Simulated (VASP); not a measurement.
Runs of VASP 6.6.1 on BiTe. The structure is that of space group Fm-3m (No. 225), or close to it. The cells are those of the table. 

```tsv
level	potentials or basis	cell	smearing	gap on the mesh (eV)	pressure (GPa)
PBE	VASP PAW PBE potentials, release 64 (Bi_d, Te)	a = 4.575 Å, angles 60.0°, 2 atoms	gaussian 0.016 eV	none	1.0
PBE	VASP PAW PBE potentials, release 64 (Bi_d, Te)	a = 4.575 Å, angles 60.0°, 2 atoms	gaussian 0.023 eV	none	1.0
PBEsol	VASP PAW PBE potentials, release 64 (Bi_d, Te)	a = 4.482 Å, angles 60.0°, 2 atoms	fermi-dirac 0.05 eV	none	1.7
PBE	VASP PAW PBE potentials, release 64 (Bi_d, Te)	a = 4.575 Å, angles 60.0°, 2 atoms	gaussian 0.015 eV	none	1.0
PBE	VASP PAW PBE potentials, release 64 (Bi_d, Te)	a = 4.575 Å, angles 60.0°, 2 atoms	gaussian 0.03 eV	none	(a)
PBEsol	VASP PAW PBE potentials, release 64 (Bi_d, Te)	a = 4.529 Å, angles 60.0°, 2 atoms	fermi-dirac 0.05 eV	none	(b)
LDA	VASP PAW LDA potentials, release 64 (Bi_d, Te)	a = 4.513 Å, angles 60.0°, 2 atoms	fermi-dirac 0.05 eV	none	-0.6
r2SCAN	VASP PAW PBE potentials, release 64 (Bi_d, Te)	a = 4.635 Å, angles 60.0°, 2 atoms	fermi-dirac 0.05 eV	none	-1.8
```

Alike in all rows: task single point; no spin polarisation; k mesh 7 × 7 × 7; cutoff (eV) 520.

Q: Fill in the values left out.

A: (a) 0.9; (b) -0.1.

Caveats: spin-orbit coupling is left out, which moves the levels of the heavy elements; the PAW data sets were made with another functional, which shifts forces and pressure a little (some runs).

A k mesh can miss the band edges, and the runs leave out spin-orbit coupling on Bi, Te.

A gap of «none» marks levels without a gap at the run's occupations.
